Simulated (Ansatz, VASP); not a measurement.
# One calculation of Hf, two programs

File INCAR:

```
SYSTEM = Hf
  PREC = Accurate
  ENCUT = 520
  EDIFF = 1E-6
  ISMEAR = -1
  SIGMA = 0.1
  LREAL = .False.
  LASPH = .True.
  NELM = 80
  ALGO = Normal
  ISIF = 2
  LWAVE = .False.
  LCHARG = .False.
  GGA = PE
  NBANDS = 11
```

File KPOINTS:

```
Automatic mesh
0
Gamma
  16 16 15
  0 0 0
```

POSCAR

```
Hf
1.0
    2.5309716894      0.0000000000      0.0000000000
   -1.2654858447      2.1918857792      0.0000000000
    0.0000000000      0.0000000000      2.4426525540
Hf
1
Direct
    0.0000000000      0.0000000000      0.0000000000
```

Input for Ansatz:

```yaml
crystal:
  lattice:
    - [2.5309716894, 0.0, 0.0]
    - [-1.2654858447, 2.1918857792, 0.0]
    - [0.0, 0.0, 2.442652554]
  atoms:
    - { symbol: Hf, position: [0.0, 0.0, 0.0] }
kpoints:
  mp_grid: { grid: [16, 16, 15] }
  band_path:
    path:
      - [0.0, 0.0, 0.0]
      - [0.5, 0.0, 0.0]
      - [0.3333333333, 0.3333333333, 0.0]
      - [0.0, 0.0, 0.0]
      - [0.0, 0.0, 0.5]
      - [0.5, 0.0, 0.5]
      - [0.3333333333, 0.3333333333, 0.5]
      - [0.0, 0.0, 0.5]
      - [0.5, 0.0, 0.5]
    npoints: 8
scf:
  occupations: { method: fermi_dirac, width: 0.1 }
hamiltonian:
  xc: pbe
  pseudopotentials: { kind: paw }
output:
  forces: true
  stress: true
  eigenvalues: true
  populations: true
  dos: { projected: true, de: 0.2, e_range: [-14, 8] }
```

Change from the starting cell: volume scaled by 0.58, PAW files.

Alike in both runs: task single point; functional PBE; k mesh 16 × 16 × 15; occupations fermi-dirac, width 0.1 eV; no spin polarisation.

|  | VASP | Ansatz |
| --- | --- | --- |
| version | VASP 6.6.1 | Ansatz 0.2.0 |
| potentials or method | VASP PAW PBE potentials, release 64 (Hf_pv) | PAW with Ansatz's default frozen-core files, scalar-relativistic |
| plane-wave cutoff (eV) | 520 | 420 |
| valence electrons in the cell | 10 | 26 |

```tsv
	VASP	Ansatz	Ansatz less VASP
pressure (GPa)	129.9	132.8	+2.87
traceless stress, the component that is largest in VASP (GPa)	-0.47	-0.04	+0.436
```

Both programs put the cell under a high pressure, so it lies far from rest at this level. VASP's potentials hold 10 valence electrons a cell and Ansatz's 26, so a difference there can come from the potentials and not from the codes.

Neither program's run includes spin-orbit coupling. Noted on VASP's run: the cell as given lies far from equilibrium.
